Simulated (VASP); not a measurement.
Wanted: the native input for a VASP 6.6.1 run.

```
Task                   : single point
Functional             : r2SCAN
Potentials or basis    : VASP PAW PBE potentials, release 64 (Ni, O)
Cutoff                 : 520 eV
k mesh                 : 8 × 8 × 8
Occupations            : gaussian, width 0.05 eV
Spin                   : collinear spin, antiferromagnetic start
Starting moments       : [1.91, -1.91, -0.08, 0.08] μB
Hubbard terms          : Ni d U = 3.0 eV
Dipole correction      : no
Further INCAR settings : ALGO = Normal; EDIFF = 1e-07; NBANDS = 28
```

Crystal: NiO.

```xyz
4
Lattice="0.0000 2.0913 2.0913 4.1826 2.0913 2.0913 4.1826 4.1826 0.0000" Properties=species:S:1:pos:R:3 pbc="T T T"
Ni    0.0000    0.0000    0.0000
Ni    2.0913    2.0913    0.0000
O     2.0913    2.0913    2.0913
O     4.1826    4.1826    2.0913
```

The input as run:

POSCAR

```
NiO
1.0
    0.0000000000      2.0913095100      2.0913095100
    4.1826190200      2.0913095100      2.0913095100
    4.1826190200      4.1826190200      0.0000000000
Ni O
2 2
Direct
    0.0000000000      0.0000000000      0.0000000000
    0.0000000000      0.0000000000      0.5000000000
    0.5000000000      0.5000000000      0.0000000000
    0.5000000000      0.5000000000      0.5000000000
```

INCAR.step1

```
PREC     = Accurate       # precision mode
ENCUT    = 520            # plane-wave cutoff, eV
ISMEAR   = 0              # smearing method
SIGMA    = 0.05           # smearing width, eV
LREAL    = F              # projectors in reciprocal space
LASPH    = T              # aspherical terms in the spheres
NELM     = 150            # most SCF steps
ISPIN    = 2              # spin polarisation
MAGMOM   = 1.91 -1.91 -0.08 0.08 # initial moments
LMAXMIX  = 4              # l up to which the mixer works
LDAU     = T              # DFT+U
LDAUTYPE = 2            
LDAUL    = 2 -1           # shell
LDAUU    = 3 0            # U, eV
LDAUJ    = 0 0          
NBANDS   = 28             # bands
GGA      = PE             # functional
ALGO     = Normal         # electronic algorithm
EDIFF    = 1E-4           # SCF threshold, eV
LWAVE    = T              # write WAVECAR
LCHARG   = F              # write CHGCAR
```

INCAR.step2

```
PREC     = Accurate       # precision mode
ENCUT    = 520            # plane-wave cutoff, eV
EDIFF    = 1E-7           # SCF threshold, eV
ISMEAR   = 0              # smearing method
SIGMA    = 0.05           # smearing width, eV
LREAL    = F              # projectors in reciprocal space
LASPH    = T              # aspherical terms in the spheres
NELM     = 150            # most SCF steps
ALGO     = Normal         # electronic algorithm
ISIF     = 2              # what is computed and relaxed
LWAVE    = F              # write WAVECAR
LCHARG   = F              # write CHGCAR
ISPIN    = 2              # spin polarisation
MAGMOM   = 1.91 -1.91 -0.08 0.08 # initial moments
LORBIT   = 11             # projections on sites
LMAXMIX  = 4              # l up to which the mixer works
LDAU     = T              # DFT+U
LDAUTYPE = 2            
LDAUL    = 2 -1           # shell
LDAUU    = 3 0            # U, eV
LDAUJ    = 0 0          
LDAUPRINT= 1            
METAGGA  = R2SCAN         # meta-GGA
LMIXTAU  = T            
NBANDS   = 28             # bands
ISTART   = 1
```

KPOINTS

```
regular mesh
0
Gamma
  8 8 8
```

Potentials or basis: VASP PAW PBE potentials, release 64 (Ni, O).

Command:

```bash
$ cat potpaw_PBE.64/Ni/POTCAR potpaw_PBE.64/O/POTCAR > POTCAR
$ cp INCAR.step1 INCAR
$ mpirun -np 1 vasp_std > vasp.out
$ cp INCAR.step2 INCAR
$ mpirun -np 1 vasp_std > vasp.out
```

Results of the run:

The pressure is -0.5 GPa, the band gap on the k mesh is 2.45 eV and the net moment is 0.00 μB per cell. The site moments are Ni +1.81, -1.81; O -0.07, +0.07 μB. The valence electrons inside the program's atomic spheres are Ni 8.93; O 5.07.

Caveat: the PAW data sets were made with another functional, which shifts forces and pressure a little.

Wall time 16 min on 1 thread of AMD EPYC 9R45 96-Core Processor (Zen 5), with other jobs on the host, peak memory 0.3 GiB.
